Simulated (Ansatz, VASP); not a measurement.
Rb: VASP beside Ansatz

```
CELL_PARAMETERS angstrom
-2.66570 2.66570 2.87615
2.66570 -2.66570 2.87615
2.66570 2.66570 -2.87615
ATOMIC_POSITIONS crystal
Rb 0.00000 0.00000 0.00000
```

Change from the starting cell: strain -0.050 along x and y, +0.025 along z, atoms carried along.

Alike in both runs: task single point; functional PBE; k mesh 12 × 12 × 12; occupations gaussian, width 0.15 eV; no spin polarisation.

```csv
,VASP,Ansatz
version,VASP 6.6.1,Ansatz 0.2.0
potentials or method,"VASP PAW PBE potentials, release 64 (Rb_sv), cutoff 520 eV","scalar-relativistic, plane waves, PAW"
valence electrons in the cell,9,9
```

|  | VASP | Ansatz | Ansatz less VASP |
| --- | --- | --- | --- |
| gap on the k mesh at the Fermi level (eV) | none | none | - |
| pressure (GPa) | 0.4 | 0.4 | 0.00 |

A gap of «none» marks a metal or a gap that the smearing closes.
